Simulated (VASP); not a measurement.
# Ru2Pt (I4/mmm) in VASP: relaxation of cell and atoms with PBE

Aim: the relaxation of cell and atoms of Ru2Pt with PBE.

Everything below comes from runs of VASP 6.6.1. Logs are shortened: lines on timing, memory, paths and dates and some standing lists are left out, and cuts for length are marked.

## (1) The cell of the first run

Symmetry: I4/mmm, No. 139, tetragonal system. The conventional cell has a = 2.721 Å, b = 2.721 Å, c = 11.654 Å, α = 90.00°, β = 90.00°, γ = 90.00°. Ru (site symmetry 4mm) has 8 Ru at 2.60 to 2.72 Å and 4 Pt at 2.80 Å within 3.4 Å. Pt (site symmetry 4/mmm) has 4 Pt at 2.72 Å and 8 Ru at 2.80 Å within 3.6 Å.

## (2) Relaxation of cell and atoms, PBE

Input file INCAR:

```
PREC = Accurate
ENCUT = 600
EDIFF = 1E-7
ISMEAR = 0
SIGMA = 0.1
LREAL = False
LASPH = True
NELM = 60
ALGO = Fast
ISIF = 3
LWAVE = False
LCHARG = False
GGA = PE
IBRION = 2
NSW = 100
EDIFFG = -0.01
```

Input file KPOINTS:

```
regular mesh
0
Gamma
  18 18 18
```

Input file POSCAR:

```
Ru2Pt
1.0
   -1.3604935859      1.3604935859      5.8271693660
    1.3604935859     -1.3604935859      5.8271693660
    1.3604935859      1.3604935859     -5.8271693660
Ru Pt
2 1
Direct
    0.3253320385      0.3253320385      0.0000000000
    0.6746679615      0.6746679615      0.0000000000
    0.0000000000      0.0000000000      0.0000000000
```

Potentials or basis: VASP PAW PBE potentials, release 64 (Ru_pv, Pt).

The run is started by

```bash
$ cat potpaw_PBE.64/Ru_pv/POTCAR potpaw_PBE.64/Pt/POTCAR > POTCAR
$ mpirun -np 1 vasp_std > vasp.out
```

OUTCAR:

```text
PREC = Accurate
   ENCUT = 600
   EDIFF = 1E-7
   ISMEAR = 0
   LREAL = False
   LASPH = True
   NELM = 60
   ISIF = 3
   GGA = PE
   IBRION = 2
   NSW = 100
   EDIFFG = -0.01

 ion  position               nearest neighbor table
   1  0.325  0.325  0.000-   2 2.60   2 2.60   2 2.60   2 2.60   3 2.80   3 2.80   3 2.80   3 2.80

   2  0.675  0.675  0.000-   1 2.60   1 2.60   1 2.60   1 2.60   3 2.80   3 2.80   3 2.80   3 2.80

   3  0.000  0.000  0.000-   2 2.80   2 2.80   2 2.80   1 2.80   2 2.80   1 2.80   1 2.80   1 2.80

  LATTYP: Found a body centered tetragonal cell.
 ALAT       =     2.7209871718
 C/A-ratio  =     4.2831288779

  Lattice vectors:

 A1 = (  -1.3604935859,   1.3604935859,   5.8271693660)
 A2 = (   1.3604935859,  -1.3604935859,   5.8271693660)
 A3 = (   1.3604935859,   1.3604935859,  -5.8271693660)

Analysis of symmetry for initial positions (statically):
=====================================================================
 Subroutine PRICEL returns:
 Original cell was already a primitive cell.

 Routine SETGRP: Setting up the symmetry group for a
 body centered tetragonal supercell.

 Subroutine GETGRP returns: Found 16 space group operations
 (whereof 16 operations were pure point group operations)
 out of a pool of 16 trial point group operations.

The static configuration has the point symmetry D_4h.

Analysis of symmetry for dynamics (positions and initial velocities):
=====================================================================
 Subroutine PRICEL returns:
 Original cell was already a primitive cell.

 Routine SETGRP: Setting up the symmetry group for a
 body centered tetragonal supercell.

 Subroutine GETGRP returns: Found 16 space group operations
 (whereof 16 operations were pure point group operations)
 out of a pool of 16 trial point group operations.

The dynamic configuration has the point symmetry D_4h.

 Subroutine INISYM returns: Found 16 space group operations
 (whereof 16 operations are pure point group operations),
 and found     1 'primitive' translations

----------------------------------------------------------------------------------------

                                     Primitive cell

  volume of cell :      43.1430

  direct lattice vectors                    reciprocal lattice vectors
    -1.360493586  1.360493586  5.827169366     0.000000000  0.367513677  0.085804954
     1.360493586 -1.360493586  5.827169366     0.367513677  0.000000000  0.085804954
     1.360493586  1.360493586 -5.827169366     0.367513677  0.367513677  0.000000000

  length of vectors
     6.136594203  6.136594203  6.136594203     0.377397394  0.377397394  0.519742826

  position of ions in fractional coordinates (direct lattice)
     0.325332039  0.325332039  0.000000000
     0.674667961  0.674667961  0.000000000
     0.000000000  0.000000000  0.000000000

  ion indices of the primitive-cell ions
   primitive index   ion index
                 1           1
                 2           2
                 3           3

----------------------------------------------------------------------------------------

 KPOINTS: regular mesh

Automatic generation of k-mesh.
 Grid dimensions read from file:
 generate k-points for:   18   18   18

 Generating k-lattice:

  Cartesian coordinates                     Fractional coordinates (reciprocal lattice)
     0.000000000  0.020417426  0.004766942     0.055555556 -0.000000000  0.000000000
     0.020417426  0.000000000  0.004766942    -0.000000000  0.055555556  0.000000000
     0.020417426  0.020417426  0.000000000     0.000000000  0.000000000  0.055555556

  Length of vectors
     0.020966522  0.020966522  0.028874601

[... 58 lines left out ...]
   NFREE  =      1    steps in history (QN), initial steepest desc. (CG)
   ISIF   =      3    stress and relaxation
   ISYM   =      2    0-nonsym 1-usesym 2-fastsym
   POTIM  = 0.5000    time-step for ionic-motion
   TEBEG  =    0.0;   TEEND  =   0.0 temperature during run
   PSTRESS=    0.0 pullay stress
   NELECT =      38.0000    total number of electrons
   NUPDOWN=      -1.0000    fix difference up-down
   EMIN   =  10.00;   EMAX   =-10.00  energy-range for DOS
   EFERMI =   0.00;   METHOD = LEGACY
   ISMEAR =     0;   SIGMA  =   0.10  broadening in eV -4-tet -1-fermi 0-gaus
   EFERMI_NEDOS =   21; number of points for ismear=-14 and -15
   IALGO  =     68    algorithm
   IMIX   =      4    mixing-type and parameters
     AMIX     =   0.40;   BMIX     =  1.00
     AMIX_MAG =   1.60;   BMIX_MAG =  1.00
  volume/ion in A,a.u.               =      14.38        97.05
  Fermi-wavevector in a.u.,A,eV,Ry     =   1.569275  2.965500 33.506049  2.462625
  Thomas-Fermi vector in A             =   2.671182
   LORBIT       =      0    0 simple, 1 ext, 2 COOP (PROOUT), +10 PAW based schemes
   GGA     = PE    functional components
   LHFCALC =     F    Hartree Fock is set to
   AEXX    =    0.0000 exact exchange contribution
   IVDW    =     0    specifies the selected vdW correction
   LEPSILON=     F    determine dielectric tensor
   LRPA    =     F    only Hartree local field effects (RPA)
 conjugate gradient relaxation of ions
 non-spin polarized calculation
 RMM-DIIS sequential band-by-band and
 Gauss-broadening in eV      SIGMA  =   0.10
  energy-cutoff  :      600.00
  volume of cell :       43.14
 maximum number of plane-waves:      1491
 NGX is ok and might be reduce to    50
   NGX = 25   NGY = 25   NGZ = 25

--------------------------------------- Ionic step        1  -------------------------------------------

 number of electron      37.9999998 magnetization

 Free energy of the ion-electron system (eV)
  ---------------------------------------------------
  ext. energy  EPLUGINS =         0.00000000
  ---------------------------------------------------
  free energy    TOTEN  =       -24.60724008 eV

  energy without entropy =      -24.59222779  energy(sigma->0) =      -24.59973393

------------------------ aborting loop because EDIFF is reached ----------------------------------------

  FORCE on cell =-STRESS in cart. coord.  units (eV):
  Direction    XX          YY          ZZ          XY          YZ          ZX
  --------------------------------------------------------------------------------------
  -------------------------------------------------------------------------------------
  Total        0.0112685      0.0112685      0.0241744      0.0000000     -0.0000000      0.0000000
  in kB        0.4184724      0.4184724      0.8977505      0.0000000     -0.0000000      0.0000000
  external PRESSURE =       0.5782317 kB  Pullay stress =       0.0000000 kB

 VOLUME and BASIS-vectors are now :
 -----------------------------------------------------------------------------
  energy-cutoff  :      600.00
  volume of cell :       43.14
      direct lattice vectors                 reciprocal lattice vectors
    -1.360493586  1.360493586  5.827169366     0.000000000  0.367513677  0.085804954
     1.360493586 -1.360493586  5.827169366     0.367513677  0.000000000  0.085804954
     1.360493586  1.360493586 -5.827169366     0.367513677  0.367513677  0.000000000

 POSITION                                       TOTAL-FORCE (eV/Angst)
 -----------------------------------------------------------------------------------
      0.00000      0.00000      3.79153        -0.000000     -0.000000     -0.056783
      0.00000      0.00000      7.86281         0.000000      0.000000      0.056783
      0.00000      0.00000      0.00000         0.000000      0.000000     -0.000000
 -----------------------------------------------------------------------------------
    total drift:                               -0.000000     -0.000000      0.000000

  FREE ENERGIE OF THE ION-ELECTRON SYSTEM (eV)
  ---------------------------------------------------
  free  energy   TOTEN  =       -24.6072400794 eV

  energy  without entropy=      -24.5922277899  energy(sigma->0) =      -24.59973393

--------------------------------------- Ionic step        2  -------------------------------------------

 number of electron      37.9999998 magnetization

 Free energy of the ion-electron system (eV)
  ---------------------------------------------------
  ext. energy  EPLUGINS =         0.00000000
  ---------------------------------------------------
  free energy    TOTEN  =       -24.60737920 eV

  energy without entropy =      -24.59238200  energy(sigma->0) =      -24.59988060

 E-fermi :  12.0007     XC(G=0): -13.7561

 val. band max:       12.0005631705   @ k =  -0.3333   0.3333   0.2778
 cond. band min:      12.0046917731   @ k =  -0.2778  -0.4444   0.0556
 fundamental gap:      0.0041286026
 Fermi energy:        12.0006666664

 k-point     1 :       0.0000    0.0000    0.0000
  band No.  band energies     occupation
      1     -31.3431      2.00000
      2     -30.9192      2.00000
      3     -30.9192      2.00000
      4     -30.7636      2.00000
      5     -30.6318      2.00000
      6     -30.6318      2.00000
[... 613 lines left out ...]
     22      13.2091      0.00000
     23      14.0888      0.00000

 [... further k-points ...]

------------------------ aborting loop because EDIFF is reached ----------------------------------------

  FORCE on cell =-STRESS in cart. coord.  units (eV):
  Direction    XX          YY          ZZ          XY          YZ          ZX
  --------------------------------------------------------------------------------------
  -------------------------------------------------------------------------------------
  Total       -0.0152333     -0.0152333     -0.0150459      0.0000000      0.0000000      0.0000000
  in kB       -0.5652855     -0.5652855     -0.5583310      0.0000000      0.0000000      0.0000000
  external PRESSURE =      -0.5629673 kB  Pullay stress =       0.0000000 kB

 VOLUME and BASIS-vectors are now :
 -----------------------------------------------------------------------------
  energy-cutoff  :      600.00
  volume of cell :       43.18
      direct lattice vectors                 reciprocal lattice vectors
    -1.360740118  1.360740118  5.829434653     0.000000000  0.367447093  0.085771611
     1.360740118 -1.360740118  5.829434653     0.367447093  0.000000000  0.085771611
     1.360740118  1.360740118 -5.829434653     0.367447093  0.367447093  0.000000000

 POSITION                                       TOTAL-FORCE (eV/Angst)
 -----------------------------------------------------------------------------------
      1.36074      1.36074     -2.03917         0.000000      0.000000      0.007096
      0.00000      0.00000      7.86861        -0.000000     -0.000000     -0.007096
      0.00000      0.00000     -0.00000        -0.000000     -0.000000      0.000000
 -----------------------------------------------------------------------------------
    total drift:                                0.000000      0.000000     -0.000000

  FREE ENERGIE OF THE ION-ELECTRON SYSTEM (eV)
  ---------------------------------------------------
  free  energy   TOTEN  =       -24.6073792011 eV

  energy  without entropy=      -24.5923819965  energy(sigma->0) =      -24.59988060

 reached required accuracy - stopping structural energy minimisation
```

It took 83 min on 1 thread of Oxide Virtual Turin-like, shared host; peak memory 0.78 GiB.

Results:

```
Free energy                           : -24.6074 eV
Relaxed volume                        : 14.39 Å³/atom
Relaxed cell                          : a = 6.139 Å, b = 6.139 Å, c = 6.139 Å, α = 154.39°, β = 154.39°, γ = 36.54°
Space group after relaxing (to 0.1 Å) : I4/mmm (No. 139)
Energy gained by relaxing             : 0.0 meV/atom
Ionic steps                           : 2
Pressure after relaxing               : -0.1 GPa
Largest force after relaxing          : 0.007 eV/Å
Band gap on the k mesh                : zero (bands 19 and 20 overlap by 2.39 eV)
```

Forces on the atoms (eV/Å):
```
Ru   0.000  0.000  0.007
Ru   0.000  0.000 -0.007
Pt   0.000  0.000  0.000
```

Step by step:
| step | energy change (eV) | largest force (eV/Å) | pressure (GPa) | volume (Å³) |
| --- | --- | --- | --- | --- |
| 1 | 0.0000 | 0.0568 | 0.06 | 43.14 |
| 2 | -0.0001 | 0.0071 | -0.06 | 43.18 |

Final structure:
```xyz
3
Lattice="-1.3607 1.3607 5.8294 1.3607 -1.3607 5.8294 1.3607 1.3607 -5.8294" Properties=species:S:1:pos:R:3 pbc="T T T"
Ru    1.3607    1.3607   -2.0392
Ru    0.0000    0.0000    7.8686
Pt    0.0000    0.0000    0.0000
```

Caveat: spin-orbit coupling is left out, which moves the levels of the heavy elements.
